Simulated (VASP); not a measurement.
# Li2S (Fm-3m) in VASP: a series of runs

The runs below take Li2S through single point, relaxation of the atoms, with PBE.

Program: VASP 6.6.1. These are calculated values, not measurements. Logs are shortened: lines on timing, memory, paths and dates and some standing lists are left out, and cuts for length are marked.

## 1. The cell of the first run

The structure is cubic, space group Fm-3m (No. 225). Conventional cell: a = 5.689 Å, b = 5.689 Å, c = 5.689 Å, α = 90.00°, β = 90.00°, γ = 90.00°. Li (site symmetry -43m) has 4 S at 2.46 Å and 6 Li at 2.84 Å within 3.3 Å. S (site symmetry m-3m) has 8 Li at 2.46 Å within 3.3 Å.

## 2. Single point, PBE

INCAR reads:

```
PREC     = Accurate       # precision mode
ENCUT    = 750            # plane-wave cutoff, eV
EDIFF    = 1E-6           # SCF threshold, eV
ISMEAR   = -1             # smearing method
SIGMA    = 0.02           # smearing width, eV
LREAL    = F              # projectors in reciprocal space
LASPH    = T              # aspherical terms in the spheres
NELM     = 120            # most SCF steps
ALGO     = Normal         # electronic algorithm
ISIF     = 2              # what is computed and relaxed
LWAVE    = F              # write WAVECAR
LCHARG   = T              # write CHGCAR
GGA      = PE             # functional
LELF     = T              # ELF
LVHAR    = T            
NBANDS   = 13             # bands
GGA_COMPAT= F
```

KPOINTS reads:

```
Automatic mesh
0
Gamma
  8 8 8
```

POSCAR reads:

```
Li2S
1.0
    0.0000000000      2.8445000000      2.8445000000
    2.8445000000      0.0000000000      2.8445000000
    2.8445000000      2.8445000000      0.0000000000
Li S
2 1
Direct
    0.2500000000      0.2500000000      0.2500000000
    0.7500000000      0.7500000000      0.7500000000
    0.0000000000      0.0000000000      0.0000000000
```

Potentials or basis: VASP PAW PBE potentials, release 64 (Li_sv, S).

On the command line:

```sh
cat potpaw_PBE.64/Li_sv/POTCAR potpaw_PBE.64/S/POTCAR > POTCAR
mpirun -np 1 vasp_std > vasp.out
```

OUTCAR:

```text
PREC = Accurate
   ENCUT = 750
   EDIFF = 1E-6
   ISMEAR = -1
   LREAL = F
   LASPH = T
   NELM = 120
   ISIF = 2
   GGA = PE

 ion  position               nearest neighbor table
   1  0.250  0.250  0.250-   3 2.46   3 2.46   3 2.46   3 2.46
   2  0.750  0.750  0.750-   3 2.46   3 2.46   3 2.46   3 2.46
   3  0.000  0.000  0.000-   2 2.46   2 2.46   2 2.46   1 2.46   2 2.46   1 2.46   1 2.46   1 2.46

  LATTYP: Found a face centered cubic cell.
 ALAT       =     5.6890000000

  Lattice vectors:

 A1 = (   0.0000000000,   2.8445000000,   2.8445000000)
 A2 = (   2.8445000000,   0.0000000000,   2.8445000000)
 A3 = (   2.8445000000,   2.8445000000,   0.0000000000)

Analysis of symmetry for initial positions (statically):
=====================================================================
 Subroutine PRICEL returns:
 Original cell was already a primitive cell.

 Routine SETGRP: Setting up the symmetry group for a
 face centered cubic supercell.

 Subroutine GETGRP returns: Found 48 space group operations
 (whereof 48 operations were pure point group operations)
 out of a pool of 48 trial point group operations.

The static configuration has the point symmetry O_h .

Analysis of symmetry for dynamics (positions and initial velocities):
=====================================================================
 Subroutine PRICEL returns:
 Original cell was already a primitive cell.

 Routine SETGRP: Setting up the symmetry group for a
 face centered cubic supercell.

 Subroutine GETGRP returns: Found 48 space group operations
 (whereof 48 operations were pure point group operations)
 out of a pool of 48 trial point group operations.

The dynamic configuration has the point symmetry O_h .

 Subroutine INISYM returns: Found 48 space group operations
 (whereof 48 operations are pure point group operations),
 and found     1 'primitive' translations

----------------------------------------------------------------------------------------

                                     Primitive cell

  volume of cell :      46.0307

  direct lattice vectors                    reciprocal lattice vectors
     0.000000000  2.844500000  2.844500000    -0.175777817  0.175777817  0.175777817
     2.844500000  0.000000000  2.844500000     0.175777817 -0.175777817  0.175777817
     2.844500000  2.844500000  0.000000000     0.175777817  0.175777817 -0.175777817

  length of vectors
     4.022730478  4.022730478  4.022730478     0.304456110  0.304456110  0.304456110

  position of ions in fractional coordinates (direct lattice)
     0.250000000  0.250000000  0.250000000
     0.750000000  0.750000000  0.750000000
     0.000000000  0.000000000  0.000000000

  ion indices of the primitive-cell ions
   primitive index   ion index
                 1           1
                 2           2
                 3           3

----------------------------------------------------------------------------------------

 KPOINTS: Automatic mesh

Automatic generation of k-mesh.
 Grid dimensions read from file:
 generate k-points for:    8    8    8

 Generating k-lattice:

  Cartesian coordinates                     Fractional coordinates (reciprocal lattice)
    -0.021972227  0.021972227  0.021972227     0.125000000  0.000000000  0.000000000
     0.021972227 -0.021972227  0.021972227     0.000000000  0.125000000  0.000000000
     0.021972227  0.021972227 -0.021972227     0.000000000  0.000000000  0.125000000

  Length of vectors
     0.038057014  0.038057014  0.038057014

  Shift w.r.t. Gamma in fractional coordinates (k-lattice)
     0.000000000  0.000000000  0.000000000

 Subroutine IBZKPT returns following result:
 ===========================================

 Found     29 irreducible k-points:

 Following reciprocal coordinates:
            Coordinates               Weight
  0.000000  0.000000  0.000000      1.000000
  0.125000  0.000000  0.000000      8.000000
  0.250000  0.000000  0.000000      8.000000
  0.375000  0.000000  0.000000      8.000000
  0.500000  0.000000  0.000000      4.000000
  0.125000  0.125000  0.000000      6.000000
[... 16 lines left out ...]
  0.500000  0.250000  0.125000     48.000000
 -0.375000  0.250000  0.125000     24.000000
 [... further k-points ...]
   k-points           NKPTS =     29   k-points in BZ     NKDIM =     29   number of bands    NBANDS=     13
   number of dos      NEDOS =    301   number of ions     NIONS =      3
   total plane-waves  NPLWV =  46656
   dimension x,y,z NGX =    36 NGY =   36 NGZ =   36
   dimension x,y,z NGXF=    72 NGYF=   72 NGZF=   72
   ions per type =               2   1
   NGX,Y,Z   is equivalent  to a cutoff of  14.88, 14.88, 14.88 a.u.
   NGXF,Y,Z  is equivalent  to a cutoff of  29.76, 29.76, 29.76 a.u.
 SYSTEM =  unknown system
   PREC   = accura    normal or accurate (medium, high low for compatibility)
   ISTART =      0    job   : 0-new  1-cont  2-samecut
   ICHARG =      2    charge: 1-file 2-atom 10-const
   ISPIN  =      1    spin polarized calculation?
   LNONCOLLINEAR =      F non collinear calculations
   LSORBIT =      F    spin-orbit coupling
   LASPH  =      T    aspherical Exc in radial PAW
   ENCUT  =  750.0 eV  55.12 Ry    7.42 a.u.   8.98  8.98  8.98*2*pi/ulx,y,z
   NELM   =    120;   NELMIN=  2; NELMDL= -5     # of ELM steps
   EDIFF  = 0.1E-05   stopping-criterion for ELM
   LREAL  =      F    real-space projection
   EDIFFG = 0.1E-04   stopping-criterion for IOM
   NSW    =      0    number of steps for IOM
   IBRION =     -1    ionic relax: 0-MD 1-quasi-New 2-CG
   NFREE  =      0    steps in history (QN), initial steepest desc. (CG)
   ISIF   =      2    stress and relaxation
   ISYM   =      2    0-nonsym 1-usesym 2-fastsym
   POTIM  = 0.5000    time-step for ionic-motion
   TEBEG  =    0.0;   TEEND  =   0.0 temperature during run
   PSTRESS=    0.0 pullay stress
   NELECT =      12.0000    total number of electrons
   NUPDOWN=      -1.0000    fix difference up-down
   EMIN   =  10.00;   EMAX   =-10.00  energy-range for DOS
   EFERMI =   0.00;   METHOD = LEGACY
   ISMEAR =    -1;   SIGMA  =   0.02  broadening in eV -4-tet -1-fermi 0-gaus
   EFERMI_NEDOS =   21; number of points for ismear=-14 and -15
   IALGO  =     38    algorithm
   IMIX   =      4    mixing-type and parameters
     AMIX     =   0.40;   BMIX     =  1.00
     AMIX_MAG =   1.60;   BMIX_MAG =  1.00
  volume/ion in A,a.u.               =      15.34       103.54
  Fermi-wavevector in a.u.,A,eV,Ry     =   1.045810  1.976294 14.880934  1.093718
  Thomas-Fermi vector in A             =   2.180621
   LORBIT       =      0    0 simple, 1 ext, 2 COOP (PROOUT), +10 PAW based schemes
   GGA     = PE    functional components
   LHFCALC =     F    Hartree Fock is set to
   AEXX    =    0.0000 exact exchange contribution
   IVDW    =     0    specifies the selected vdW correction
   LEPSILON=     F    determine dielectric tensor
   LRPA    =     F    only Hartree local field effects (RPA)
 non-spin polarized calculation
  energy-cutoff  :      750.00
  volume of cell :       46.03
 maximum number of plane-waves:      2180
   NGX = 17   NGY = 17   NGZ = 17

 number of electron      11.9999998 magnetization

 Free energy of the ion-electron system (eV)
  ---------------------------------------------------
  ext. energy  EPLUGINS =         0.00000000
  ---------------------------------------------------
  free energy    TOTEN  =       -11.99466449 eV

  energy without entropy =      -11.99466449  energy(sigma->0) =      -11.99466449

 E-fermi :   1.8910     XC(G=0):  -8.5256

 val. band max:        1.4916803404   @ k =   0.0000   0.0000   0.0000
 cond. band min:       4.8787708454   @ k =   0.5000   0.5000   0.0000
 fundamental gap:      3.3870905050
 Fermi energy:         1.8910307354

 k-point     1 :       0.0000    0.0000    0.0000
  band No.  band energies     occupation
      1     -42.6703      2.00000
      2     -42.6269      2.00000
      3      -9.5457      2.00000
      4       1.4917      2.00000
      5       1.4917      2.00000
      6       1.4917      2.00000
      7       5.7855      0.00000
      8       7.7244      0.00000
      9       7.7244      0.00000
     10       7.7244      0.00000
     11      12.6840      0.00000
     12      12.6840      0.00000
     13      13.9440      0.00000

 k-point     2 :       0.1250    0.0000    0.0000
  band No.  band energies     occupation
      1     -42.6685      2.00000
      2     -42.6285      2.00000
      3      -9.4886      2.00000
      4       0.8929      2.00000
      5       1.4033      2.00000
      6       1.4033      2.00000
      7       6.2168      0.00000
      8       7.9609      0.00000
      9       7.9609      0.00000
     10       8.0780      0.00000
     11      11.7216      0.00000
     12      11.7216      0.00000
     13      14.0900      0.00000

 k-point     3 :       0.2500    0.0000    0.0000
  band No.  band energies     occupation
      1     -42.6635      2.00000
      2     -42.6329      2.00000
      3      -9.3420      2.00000
      4      -0.2027      2.00000
      5       1.2119      2.00000
      6       1.2119      2.00000
      7       6.8843      0.00000
      8       8.2871      0.00000
      9       8.2871      0.00000
     10       8.9277      0.00000
     11      11.3537      0.00000
     12      11.3537      0.00000
     13      14.5278      0.00000
[... 305 lines left out ...]
 k-point    23 :       0.5000    0.2500    0.1250
  band No.  band energies     occupation
      1     -42.6544      2.00000
      2     -42.6411      2.00000
      3      -9.0989      2.00000
      4      -0.8650      2.00000
      5       0.2623      2.00000
      6       0.7299      2.00000
      7       7.2324      0.00000
      8       8.2810      0.00000
      9       9.5095      0.00000
     10       9.9322      0.00000
     11      11.5145      0.00000
     12      13.8991      0.00000
     13      15.3108      0.00000

 k-point    24 :      -0.3750    0.2500    0.1250
  band No.  band energies     occupation
      1     -42.6477      2.00000
      2     -42.6476      2.00000
      3      -9.0408      2.00000
      4      -1.0984      2.00000
      5       0.2418      2.00000
      6       0.5825      2.00000
      7       7.3607      0.00000
      8       8.1525      0.00000
      9       9.8641      0.00000
     10      10.5082      0.00000
     11      11.8552      0.00000
     12      13.1846      0.00000
     13      14.9063      0.00000

 [... further k-points ...]
[... 5 lines left out ...]
  --------------------------------------------------------------------------------------
  -------------------------------------------------------------------------------------
  Total        0.0669800      0.0669800      0.0669800      0.0000000      0.0000000     -0.0000000
  in kB        2.3313516      2.3313516      2.3313516      0.0000000      0.0000000     -0.0000000
  external PRESSURE =       2.3313516 kB  Pullay stress =       0.0000000 kB

 VOLUME and BASIS-vectors are now :
 -----------------------------------------------------------------------------
  energy-cutoff  :      750.00
  volume of cell :       46.03
      direct lattice vectors                 reciprocal lattice vectors
     0.000000000  2.844500000  2.844500000    -0.175777817  0.175777817  0.175777817
     2.844500000  0.000000000  2.844500000     0.175777817 -0.175777817  0.175777817
     2.844500000  2.844500000  0.000000000     0.175777817  0.175777817 -0.175777817

 POSITION                                       TOTAL-FORCE (eV/Angst)
 -----------------------------------------------------------------------------------
      1.42225      1.42225      1.42225        -0.000000     -0.000000      0.000000
      4.26675      4.26675      4.26675         0.000000      0.000000     -0.000000
      0.00000      0.00000      0.00000        -0.000000     -0.000000      0.000000
 -----------------------------------------------------------------------------------
    total drift:                                0.000000      0.000000      0.000000

  FREE ENERGIE OF THE ION-ELECTRON SYSTEM (eV)
  ---------------------------------------------------
  free  energy   TOTEN  =       -11.9946644949 eV

  energy  without entropy=      -11.9946644949  energy(sigma->0) =      -11.99466449
```

It took 37 s on 1 thread of Intel Xeon Platinum 8259CL at 2.50GHz (Skylake/Cascade Lake), shared host; peak memory 0.2 GiB.

What came out:

- Free energy: -11.9947 eV
- Pressure: 0.2 GPa
- Band gap on the k mesh: 3.39 eV (least direct gap 4.29 eV)

A k mesh can miss the band edges. Expect the measured gap to be larger: semilocal functionals such as PBE lack the derivative discontinuity.

## 3. Relaxation of the atoms, PBE

INCAR reads:

```
SYSTEM = Li2S
PREC = Accurate
ENCUT = 650
EDIFF = 1E-7
ISMEAR = -1
SIGMA = 0.02
LREAL = .False.
LASPH = .True.
NELM = 120
ALGO = Normal
ISIF = 2
LWAVE = .False.
LCHARG = .False.
GGA = PE
IBRION = 2
NSW = 80
EDIFFG = -0.02
GGA_COMPAT = .False.
NELMIN = 4
```

KPOINTS reads:

```
regular mesh
0
Gamma
  8 8 8
  0 0 0
```

POSCAR is that of step 2.

Potentials or basis: VASP PAW PBE potentials, release 64 (Li_sv, S).

On the command line:

```sh
cat potpaw_PBE.64/Li_sv/POTCAR potpaw_PBE.64/S/POTCAR > POTCAR
mpirun -np 1 vasp_std > vasp.out
```

OUTCAR:

```text
SYSTEM = Li2S
   PREC = Accurate
   ENCUT = 650
   EDIFF = 1E-7
   ISMEAR = -1
   LREAL = .False.
   LASPH = .True.
   NELM = 120
   ISIF = 2
   GGA = PE
   IBRION = 2
   NSW = 80
   EDIFFG = -0.02
   NELMIN = 4

 ion  position               nearest neighbor table
   1  0.250  0.250  0.250-   3 2.46   3 2.46   3 2.46   3 2.46
   2  0.750  0.750  0.750-   3 2.46   3 2.46   3 2.46   3 2.46
   3  0.000  0.000  0.000-   2 2.46   2 2.46   2 2.46   1 2.46   2 2.46   1 2.46   1 2.46   1 2.46

  LATTYP: Found a face centered cubic cell.
[... 502 lines left out ...]
     10      10.5114      0.00000

 [... further k-points ...]
[... 5 lines left out ...]
  --------------------------------------------------------------------------------------
  -------------------------------------------------------------------------------------
  Total        0.0582458      0.0582458      0.0582458      0.0000000     -0.0000000      0.0000000
  in kB        2.0273447      2.0273447      2.0273447      0.0000000     -0.0000000      0.0000000
  external PRESSURE =       2.0273447 kB  Pullay stress =       0.0000000 kB

 VOLUME and BASIS-vectors are now :
 -----------------------------------------------------------------------------
  energy-cutoff  :      650.00
  volume of cell :       46.03
      direct lattice vectors                 reciprocal lattice vectors
     0.000000000  2.844500000  2.844500000    -0.175777817  0.175777817  0.175777817
     2.844500000  0.000000000  2.844500000     0.175777817 -0.175777817  0.175777817
     2.844500000  2.844500000  0.000000000     0.175777817  0.175777817 -0.175777817

 POSITION                                       TOTAL-FORCE (eV/Angst)
 -----------------------------------------------------------------------------------
      1.42225      1.42225      1.42225         0.000000      0.000000      0.000000
      4.26675      4.26675      4.26675        -0.000000     -0.000000     -0.000000
      0.00000      0.00000      0.00000         0.000000      0.000000      0.000000
 -----------------------------------------------------------------------------------
    total drift:                                0.000000      0.000000      0.000000

  FREE ENERGIE OF THE ION-ELECTRON SYSTEM (eV)
  ---------------------------------------------------
  free  energy   TOTEN  =       -11.9949895159 eV

  energy  without entropy=      -11.9949895159  energy(sigma->0) =      -11.99498952

 reached required accuracy - stopping structural energy minimisation
```

Run time: 27 s. Hardware: 1 thread of Intel Xeon Platinum 8259CL at 2.50GHz (Skylake/Cascade Lake), shared host; peak memory 0.2 GiB.

Results:

```yaml
Free_energy: -11.9950 eV
Pressure_after_relaxing: 0.2 GPa
Band_gap_on_the_k_mesh: 3.39 eV (least direct gap 4.30 eV)
```

Final structure:
```
Li S
1.0
     0.00000    2.84450    2.84450
     2.84450    0.00000    2.84450
     2.84450    2.84450    0.00000
Li S
2 1
Direct
  0.25000 0.25000 0.25000
  0.75000 0.75000 0.75000
  0.00000 0.00000 0.00000
```

Caveat: the relaxation stopped at its first step, so nothing moved. A k mesh can miss the band edges.
